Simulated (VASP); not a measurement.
Write the native input for VASP 6.6.1 that does the following.

| Property | Result |
| --- | --- |
| Task | single point |
| Functional | PBE |
| Potentials or basis | VASP PAW PBE potentials, release 64 (Ti_sv) |
| Cutoff | 520 eV |
| k mesh | 10 × 10 × 1 |
| Occupations | gaussian, width 0.1 eV |
| Spin | no spin polarisation |
| Dipole correction | yes |
| Further INCAR settings | ALGO = Normal; EDIFF = 1e-06; NBANDS = 25 |

The structure of Ti lies in POSCAR:

```
Ti
1.0
    2.8192036113      0.0000000000      0.0000000000
   -0.9397345371      2.6579706548      0.0000000000
    0.0000000000      0.0000000000     19.8263798066
Ti
3
Direct
    0.5000000000      0.5000000000      0.2017514059
    0.0000000000      0.0000000000      0.3111715142
    0.5000000000      0.5000000000      0.4199647080
```

These files were run (other wordings do the same):

INCAR

```
SYSTEM = Ti
PREC = Accurate
ENCUT = 520
EDIFF = 1E-6
ISMEAR = 0
SIGMA = 0.1
LREAL = .FALSE.
LASPH = .TRUE.
NELM = 80
ALGO = Normal
ISIF = 2
LWAVE = .FALSE.
LCHARG = .FALSE.
LDIPOL = .TRUE.
IDIPOL = 3
DIPOL = 0.5 0.5 0.311
GGA = PE
NBANDS = 25
```

KPOINTS

```
regular mesh
0
G
  10 10 1
  0 0 0
```

Potentials or basis: VASP PAW PBE potentials, release 64 (Ti_sv).

Run with:

```sh
$ cat potpaw_PBE.64/Ti_sv/POTCAR > POTCAR
$ mpirun -np 1 vasp_std > vasp.out
```

Results of the run:

The largest force is 0.026 eV/Å and the band gap on the k mesh is zero (band 18 reaches 0.69 eV, above the bottom of band 19 at 0.03 eV).

Wall time 120 s on 1 thread of Intel(R) Xeon(R) 6975P-C (Granite Rapids) (shared host), peak memory 0.31 GiB.
